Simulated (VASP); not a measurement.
Set up this calculation in VASP 6.6.1, as the native input.

| Item | Value |
| --- | --- |
| Task | single point |
| Functional | PBE |
| Potentials or basis | VASP PAW PBE potentials, release 64 (Al) |
| Cutoff | 520 eV |
| k mesh | 6 × 6 × 6 |
| Occupations | gaussian, width 0.1 eV |
| Spin | no spin polarisation |
| Dipole correction | no |
| Further INCAR settings | LREAL = Auto; ALGO = Fast; EDIFF = 1e-07; NBANDS = 58 |

The structure of Al (a cell with a defect) lies in POSCAR:

```
Al
1.0
   -6.0624313445     -6.0624313445      0.0000000000
    0.0000000000     -6.0624313445      6.0624313445
   -6.0624313445      0.0000000000      6.0624313445
Al
26
Direct
    0.3375462320      0.0000000000      0.0000000000
   -0.0042128986      0.0000000000      0.0000000000
    0.6666666667      0.3291204347      0.0000000000
    0.3375462320      0.3291204347      0.0000000000
    0.0001867379      0.3335200712     -0.0005602136
    0.6666666667      0.6708795653      0.0000000000
    0.3331465955      0.6664799288      0.0005602136
   -0.0042128986      0.6708795653      0.0000000000
    0.6666666667      0.0000000000      0.3291204347
    0.3375462320      0.0000000000      0.3291204347
    0.0001867379     -0.0005602136      0.3335200712
    0.6661064531      0.3335200712      0.3335200712
    0.3337107420      0.3329559247      0.3329559247
    0.0001867379      0.3335200712      0.3335200712
    0.6666666667      0.6708795653      0.3291204347
    0.3337107420      0.6670440753      0.3329559247
    0.9996225913      0.6670440753      0.3329559247
    0.6666666667      0.0000000000      0.6708795653
    0.3331465955      0.0005602136      0.6664799288
   -0.0042128986      0.0000000000      0.6708795653
    0.6666666667      0.3291204347      0.6708795653
    0.3337107420      0.3329559247      0.6670440753
    0.9996225913      0.3329559247      0.6670440753
    0.6672268802      0.6664799288      0.6664799288
    0.3331465955      0.6664799288      0.6664799288
   -0.0003774087      0.6670440753      0.6670440753
```

The input as run:

INCAR

```
  PREC = Accurate
  ENCUT = 520
  EDIFF = 1E-7
  ISMEAR = 0
  SIGMA = 0.1
  LREAL = Auto
  LASPH = True
  NELM = 60
  ALGO = Fast
  ISIF = 2
  LWAVE = False
  LCHARG = True
  GGA = PE
  LELF = True
  LVHAR = True
  NBANDS = 58
```

KPOINTS

```
regular mesh
0
Gamma
  6 6 6
```

Potentials or basis: VASP PAW PBE potentials, release 64 (Al).

Launch:

```console
$ cat potpaw_PBE.64/Al/POTCAR > POTCAR
$ mpirun -np 1 vasp_std > vasp.out
```

Results of the run:

| Quantity | Value |
| --- | --- |
| Pressure | -0.9 GPa |
| Largest force | 0.024 eV/Å |
| Band gap on the k mesh | zero (band 39 reaches 7.92 eV, above the bottom of band 40 at 7.10 eV) |

It took 5.6 min on 1 thread of Intel(R) Xeon(R) 6975P-C (Granite Rapids) (shared host), peak memory 0.68 GiB.
